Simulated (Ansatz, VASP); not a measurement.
**Two plane-wave programs on Ca**

```
Ca
1.0
     0.00000    2.79420    2.79420
     2.86406    0.00000    2.79420
     2.86406    2.79420    0.00000
Ca
1
Direct
  0.00000 0.00000 0.00000
```

Change from the starting cell: strain +0.0250 x Voigt [1, 0, 0, 0, 0, 0], atoms carried along.

Alike in both runs: task single point; functional PBE; k mesh 14 × 14 × 14; occupations gaussian, width 0.15 eV; no spin polarisation.

|  | VASP | Ansatz |
| --- | --- | --- |
| version | VASP 6.6.1 | Ansatz 0.2.0 |
| potentials or method | VASP PAW PBE potentials, release 64 (Ca_sv), cutoff 520 eV | scalar-relativistic, plane waves, PAW |
| valence electrons in the cell | 10 | 10 |

```csv
,VASP,Ansatz,Ansatz less VASP
gap on the k mesh at the Fermi level (eV),none,none,-
pressure (GPa),-0.9,-0.9,0.00
"traceless stress, the component that is largest in VASP (GPa)",-0.14,-0.14,0.000
```

A gap of «none» marks a metal or a gap that the smearing closes.
